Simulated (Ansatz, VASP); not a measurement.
One calculation of TiO2, two programs

The input INCAR:

```
SYSTEM = TiO2
PREC = Accurate ; ENCUT = 600
EDIFF = 1E-6 ; ISMEAR = 0
SIGMA = 0.02 ; LREAL = .False.
LASPH = .True. ; NELM = 100
ALGO = Normal ; ISIF = 3
LWAVE = .False. ; LCHARG = .False.
GGA = PS ; IBRION = 2
NSW = 100 ; EDIFFG = -0.005
```

The input KPOINTS:

```
Automatic mesh
0
Gamma
  6 6 10
  0 0 0
```

The input POSCAR:

```
TiO2
1.0
    4.5263096700      0.0000000000      0.0000000000
    0.0000000000      4.5263096700      0.0000000000
    0.0000000000      0.0000000000      3.0441295400
Ti O
2 4
Direct
    0.0000000000      0.0000000000      0.0000000000
    0.5000000000      0.5000000000      0.5000000000
    0.3071000000      0.3071000000      0.0000000000
    0.1929000000      0.8071000000      0.5000000000
    0.6929000000      0.6929000000      0.0000000000
    0.8071000000      0.1929000000      0.5000000000
```

Input for Ansatz:

```yaml
crystal:
  lattice:
    - [4.52630967, 0.0, 0.0]
    - [0.0, 4.52630967, 0.0]
    - [0.0, 0.0, 3.04412954]
  atoms:
    - { symbol: Ti, position: [0.0, 0.0, 0.0] }
    - { symbol: Ti, position: [0.5, 0.5, 0.5] }
    - { symbol: O, position: [0.3071, 0.3071, 0.0] }
    - { symbol: O, position: [0.1929, 0.8071, 0.5] }
    - { symbol: O, position: [0.6929, 0.6929, 0.0] }
    - { symbol: O, position: [0.8071, 0.1929, 0.5] }
basis:
  ecutwfc: 420
kpoints:
  mp_grid: { grid: [6, 6, 10] }
hamiltonian:
  xc: pbesol
scf:
  occupations: { method: gaussian, width: 0.02 }
output:
  forces: true
  stress: true
  eigenvalues: true
  write_density: true
  write_potential: true
  elf: true
  volumetric_format: npy
relax:
  adjacent_minimum: "off"
  f_tol: 0.005
  max_steps: 80
  cell: { stress_tol: 0.05 }
```

Alike in both runs: task relaxation of cell and atoms; functional PBEsol; k mesh 6 × 6 × 10; occupations gaussian, width 0.02 eV; no spin polarisation.

|  | VASP | Ansatz |
| --- | --- | --- |
| version | VASP 6.6.1 | Ansatz 0.2.0 |
| potentials or method | VASP PAW PBE potentials, release 64 (Ti_sv, O), cutoff 600 eV | scalar-relativistic, plane waves, PAW |
| valence electrons in the cell | 48 | 48 |

```tsv
	VASP	Ansatz	Ansatz less VASP
gap on the k mesh at the Fermi level, each at its own relaxed structure (eV)	1.83	1.87	+0.035
relaxed volume (Å³/atom)	10.34	10.32	-0.014
relaxed length of the cell vector where the two differ most in proportion (Å)	2.941	2.939	-0.0021
```

VASP's potentials were made for PBE, not for PBEsol.
